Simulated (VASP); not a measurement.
A run of VASP 6.6.1 is set up as follows.

The input INCAR:

```
ALGO = Normal ; EDIFF = 1E-6
ENCUT = 520 ; GGA = PE
ISIF = 2 ; ISMEAR = 0
LASPH = T ; LCHARG = F
LREAL = F ; LWAVE = F
NBANDS = 33 ; NELM = 60
PREC = Accurate ; SIGMA = 0.1
```

Contents of KPOINTS:

```
k-points
0
Gamma
  10 10 6
```

POSCAR

```
PtWS4
1.0
    4.1535742260      0.0000000000      0.0000000000
    0.0000000000      4.1535742260      0.0000000000
    0.0000000000      0.0000000000      5.9208625211
Pt W S
1 1 4
Direct
    0.5000000000      0.5000000000      0.5000000000
    0.0000000000      0.0000000000      0.0000000000
    0.5000000000      0.0000000000      0.2404682506
    0.0000000000      0.5000000000      0.7595317494
    0.5000000000      0.0000000000      0.7595317494
    0.0000000000      0.5000000000      0.2404682506
```

Potentials or basis: VASP PAW PBE potentials, release 64 (Pt, W_sv, S).

Command:

```console
$ cat potpaw_PBE.64/Pt/POTCAR potpaw_PBE.64/W_sv/POTCAR potpaw_PBE.64/S/POTCAR > POTCAR
$ mpirun -np 1 vasp_std > vasp.out
```

Q: Estimate the pressure.

A: -0.1 GPa.

Q: Estimate the largest force.

A: 0.014 eV/Å.

Forces on the atoms (eV/Å):
```
Pt   0.000  0.000  0.000
W    0.000  0.000  0.000
S    0.000  0.000  0.014
S    0.000  0.000 -0.014
S    0.000  0.000 -0.014
S    0.000  0.000  0.014
```
